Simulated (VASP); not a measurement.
Crystal: Zn.

```
Zn
1.0
     2.26817   -1.30849    0.00000
     2.26817    1.30849    0.00000
    -1.59172    0.00000    7.30041
Zn
3
Direct
  0.00000 0.00000 0.00000
  0.22198 0.22198 0.66550
  0.77802 0.77802 0.33450
```

* Program: VASP 6.6.1
* Task: relaxation of cell and atoms
* Functional: PBE
* Potentials or basis: VASP PAW PBE potentials, release 64 (Zn)
* Cutoff: 600 eV
* k mesh: 18 × 18 × 6
* Occupations: gaussian, width 0.1 eV
* Spin: no spin polarisation

At the start: pressure 4.4 GPa; volume 14.44 Å³/atom.

Q: How do energy, volume and symmetry change on relaxing?

A: Over 19 steps the energy falls by 14.7 meV/atom and the volume is 15.45 Å³/atom (+7.0 %); space group R-3m (No. 166, to 0.1 Å) before and after.

The path:
```csv
step,energy change (eV),largest force (eV/Å),pressure (GPa),volume (Å³)
1,0.0000,0.0120,4.37,43.33
2,-0.0347,0.0082,-0.04,45.85
3,-0.0347,0.0081,-0.04,45.91
4,-0.0387,0.0066,0.03,45.99
5,-0.0430,0.0109,0.00,46.21
6,-0.0433,0.0094,0.01,46.17
7,-0.0436,0.0073,-0.05,46.19
8,-0.0437,0.0064,0.21,46.20
9,-0.0437,0.0051,-0.10,46.32
10,-0.0437,0.0070,-0.16,46.29
11,-0.0437,0.0067,-0.08,46.27
12,-0.0438,0.0050,0.08,46.28
13,-0.0440,0.0028,-0.17,46.29
14,-0.0437,0.0056,0.11,46.33
15,-0.0440,0.0033,0.01,46.30
16,-0.0440,0.0027,0.04,46.30
17,-0.0441,0.0026,0.16,46.34
18,-0.0439,0.0055,-0.21,46.44
19,-0.0441,0.0035,-0.01,46.36
```

Final structure:
```cif
data_structure
_symmetry_space_group_name_H-M 'P 1'
_symmetry_Int_Tables_number 1
_cell_length_a 2.6367
_cell_length_b 2.6367
_cell_length_c 7.8490
_cell_angle_alpha 99.557
_cell_angle_beta 99.557
_cell_angle_gamma 59.963
_cell_volume 46.36
loop_
_atom_site_label
_atom_site_type_symbol
_atom_site_fract_x
_atom_site_fract_y
_atom_site_fract_z
_atom_site_occupancy
Zn1 Zn 0.00000 0.00000 0.00000 1
Zn2 Zn 0.22245 0.22245 0.66517 1
Zn3 Zn 0.77755 0.77755 0.33483 1
```
